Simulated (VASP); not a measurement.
AlRu:

```
Al Ru
1.0
     2.09708    1.21075    1.74810
    -2.09708    1.21075    1.74810
     0.00000   -2.42150    1.74810
Al Ru
1 1
Direct
  0.00000 0.00000 0.00000
  0.50000 0.50000 0.50000
```

| Item | Value |
| --- | --- |
| Program | VASP 6.6.1 |
| Task | relaxation of cell and atoms |
| Functional | PBE |
| Potentials or basis | VASP PAW PBE potentials, release 64 (Al, Ru_pv) |
| Cutoff | 600 eV |
| k mesh | 6 × 6 × 6 |
| Occupations | gaussian, width 0.1 eV |
| Spin | no spin polarisation |

At the start: pressure 3.7 GPa; volume 13.32 Å³/atom.

Question: Where does the relaxation end?

Answer: Over 4 steps the energy falls by 5.5 meV/atom and the volume is 13.54 Å³/atom (+1.7 %); space group Pm-3m (No. 221, to 0.05 Å).

The path:
```
step  energy change (eV)  largest force (eV/Å)  pressure (GPa)  volume (Å³)
   1              0.0000                0.0000            3.71        26.63
   2              0.0015                0.0000           -5.28        27.83
   3             -0.0091                0.0000           -0.83        27.20
   4             -0.0110                0.0000            0.02        27.09
```

Final structure:
```cif
data_structure
_symmetry_space_group_name_H-M 'P 1'
_symmetry_Int_Tables_number 1
_cell_length_a 3.0031
_cell_length_b 3.0031
_cell_length_c 3.0031
_cell_angle_alpha 90.032
_cell_angle_beta 90.032
_cell_angle_gamma 90.032
_cell_volume 27.09
loop_
_atom_site_label
_atom_site_type_symbol
_atom_site_fract_x
_atom_site_fract_y
_atom_site_fract_z
_atom_site_occupancy
Al1 Al 0.00000 0.00000 0.00000 1
Ru1 Ru 0.50000 0.50000 0.50000 1
```
